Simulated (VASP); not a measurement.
A run of VASP 6.6.1 is set up as follows.

Contents of INCAR:

```
SYSTEM = S3O
PREC = Accurate ; ENCUT = 520
EDIFF = 1E-6 ; ISMEAR = 0
SIGMA = 0.1 ; LREAL = .FALSE.
LASPH = .TRUE. ; NELM = 150
ALGO = Normal ; ISIF = 2
LWAVE = .FALSE. ; LCHARG = .FALSE.
ISPIN = 2 ; MAGMOM = 0 0 0 1
LORBIT = 11 ; GGA = PE
IVDW = 12 ; NBANDS = 24
```

File KPOINTS:

```
regular mesh
0
G
  4 4 4
  0 0 0
```

The input POSCAR:

```
S3O
1.0
    4.2982450800      0.0000000000      0.0000000000
    0.0000000000      4.2982450800      0.0000000000
    0.0000000000      0.0000000000      4.2982450800
S O
3 1
Direct
    0.5000000000      0.0000000000      0.5000000000
    0.0000000000      0.5000000000      0.5000000000
    0.5000000000      0.5000000000      0.0000000000
    0.0000000000      0.0000000000      0.0000000000
```

Potentials or basis: VASP PAW PBE potentials, release 64 (S, O).

The run is started by

```console
$ cat potpaw_PBE.64/S/POTCAR potpaw_PBE.64/O/POTCAR > POTCAR
$ mpirun -np 1 vasp_std > vasp.out
```

Q: Predict the dispersion energy per atom.

A: -0.227 eV.

Q: Predict the pressure.

A: -16.5 GPa.

Q: Estimate the net moment.

A: 0.00 μB per cell.

Q: What does it give for the band gap on the k mesh?

A: Zero (filled and empty bands overlap).

Caveat: the k points lie up to 0.37 Å⁻¹ apart, too coarse for converged energies and pressures of a metal.
